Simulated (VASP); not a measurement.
Write the native input for VASP 6.6.1 that does the following.

| Item | Value |
| --- | --- |
| Task | G0W0 quasiparticle levels |
| Functional | PBE |
| Potentials or basis | VASP PAW PBE potentials, release 64 (Tl_d_GW, Cl_GW) |
| Cutoff | 500 eV |
| k mesh | 4 × 4 × 4 |
| Occupations | gaussian, width 0.01 eV |
| Spin | no spin polarisation |
| Dipole correction | no |
| GW scheme | G0W0 |
| GW iterations | 1 |
| Cutoff of the response function | 140 |
| Frequency points | 96 |
| Empty bands | 212 |
| Further INCAR settings | ALGO = EVGW0; EDIFF = 1e-08; NBANDS = 223 |

The system is TlCl.

```
Tl Cl
1.0
     3.83883    0.00000    0.00000
     0.00000    3.83883    0.00000
     0.00000    0.00000    3.83883
Tl Cl
1 1
Direct
  0.00000 0.00000 0.00000
  0.50000 0.50000 0.50000
```

One way to write it, as run:

POSCAR

```
TlCl
1.0
    3.8388256317      0.0000000000      0.0000000000
    0.0000000000      3.8388256317      0.0000000000
    0.0000000000      0.0000000000      3.8388256317
Tl Cl
1 1
Direct
    0.0000000000      0.0000000000      0.0000000000
    0.5000000000      0.5000000000      0.5000000000
```

INCAR.step1

```
SYSTEM = TlCl
ALGO = Normal
EDIFF = 1E-8
ENCUT = 500
GGA = PE
ISMEAR = 0
LASPH = .True.
LCHARG = .False.
LREAL = .False.
LWAVE = .True.
NELM = 100
PREC = Accurate
SIGMA = 0.01
```

INCAR.step2

```
SYSTEM = TlCl
ALGO = Exact
EDIFF = 1E-8
ENCUT = 500
GGA = PE
ISMEAR = 0
ISTART = 1
LASPH = .True.
LCHARG = .False.
LOPTICS = .True.
LREAL = .False.
LWAVE = .True.
NBANDS = 223
NELM = 1
PREC = Accurate
SIGMA = 0.01
```

INCAR.step3

```
SYSTEM = TlCl
ALGO = EVGW0
EDIFF = 1E-8
ENCUT = 500
ENCUTGW = 140.0
GGA = PE
ISMEAR = 0
ISTART = 1
LASPH = .True.
LCHARG = .False.
LREAL = .False.
LWAVE = .False.
NBANDS = 223
NBANDSGW = 19
NELMGW = 1
NOMEGA = 96
OMEGAMAX = 20
PREC = Accurate
PRECFOCK = Fast
SIGMA = 0.01
```

KPOINTS

```
k-points
0
Gamma
  4 4 4
  0 0 0
```

Potentials or basis: VASP PAW PBE potentials, release 64 (Tl_d_GW, Cl_GW).

Run with:

```bash
$ cat potpaw_PBE.64/Tl_d_GW/POTCAR potpaw_PBE.64/Cl_GW/POTCAR > POTCAR
$ cp INCAR.step1 INCAR
$ mpirun -np 1 vasp_std > vasp.out
$ cp INCAR.step2 INCAR
$ mpirun -np 1 vasp_std > vasp.out
$ cp INCAR.step3 INCAR
$ mpirun -np 1 vasp_std > vasp.out
```

Results of the run:

```json
{
 "Quasiparticle gap": "3.20 eV",
 "Least direct quasiparticle gap": "3.20 eV",
 "Band gap of the starting levels on the mesh": "2.09 eV",
 "Least direct gap of the starting levels on the mesh": "2.09 eV"
}
```

Caveat: the k points lie up to 0.41 Å⁻¹ apart; bands, screening cutoff and mesh are small and nothing is extrapolated, so the quasiparticle values aren't converged; spin-orbit coupling is left out, which moves the levels of the heavy elements.

It took 12 min on 1 thread of Intel(R) Xeon(R) Platinum 8259CL CPU @ 2.50GHz (Skylake/Cascade Lake), on a shared host, peak memory 0.73 GiB.
